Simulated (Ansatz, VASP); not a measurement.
# One calculation of MgB2, two programs

File INCAR:

```
ALGO = Normal
EDIFF = 1E-6
ENCUT = 520
GGA = PE
ISIF = 2
ISMEAR = -1
LASPH = True
LCHARG = True
LELF = True
LREAL = False
LVHAR = True
LWAVE = False
NBANDS = 11
NELM = 80
PREC = Accurate
SIGMA = 0.05
```

File KPOINTS:

```
k-points
0
Gamma
  8 8 6
```

The input POSCAR:

```
MgB2
1.0
    3.0850000000      0.0154250000      0.0000000000
   -1.5291415581      2.6639758707      0.0000000000
    0.0000000000      0.0000000000      3.5230000000
Mg B
1 2
Direct
    0.0000000000      0.0000000000      0.0000000000
    0.6666666667      0.3333333333      0.5000000000
    0.3333333333      0.6666666667      0.5000000000
```

input.yaml

```yaml
crystal:
  lattice:
    - [3.085, 0.015425, 0.0]
    - [-1.5291415581, 2.6639758707, 0.0]
    - [0.0, 0.0, 3.523]
  atoms:
    - { symbol: Mg, position: [0.0, 0.0, 0.0] }
    - { symbol: B, position: [0.6666666667, 0.3333333333, 0.5] }
    - { symbol: B, position: [0.3333333333, 0.6666666667, 0.5] }
hamiltonian:
  xc: pbe
  pseudopotentials: { kind: paw }
kpoints:
  mp_grid: { grid: [8, 8, 6] }
scf:
  occupations: { method: fermi_dirac, width: 0.05 }
output:
  forces: true
  stress: true
  eigenvalues: true
```

Alike in both runs: task single point; functional PBE; k mesh 8 × 8 × 6; occupations fermi-dirac, width 0.05 eV; no spin polarisation.

|  | VASP | Ansatz |
| --- | --- | --- |
| version | VASP 6.6.1 | Ansatz 0.2.0 |
| potentials or method | VASP PAW PBE potentials, release 64 (Mg, B) | Ansatz PAW |
| plane-wave cutoff (eV) | 520 | 420 |
| valence electrons in the cell | 8 | 16 |

Ansatz gave:

* gap on the k mesh at the Fermi level (eV): none
* pressure (GPa): -0.9
* traceless stress, the component that is largest in VASP (GPa): -1.75
* rms of the force components (eV/Å): 0.020

Q: Estimate VASP's values.

A: gap on the k mesh at the Fermi level (eV): none; pressure (GPa): -1.1; traceless stress, the component that is largest in VASP (GPa): -1.75; rms of the force components (eV/Å): 0.021.

Atom by atom the forces differ by 0.000 eV/Å (rms over components). A gap of «none» marks a metal or a gap that the smearing closes. VASP's potentials hold 8 valence electrons a cell and Ansatz's 16, so a difference there can come from the potentials and not from the codes.
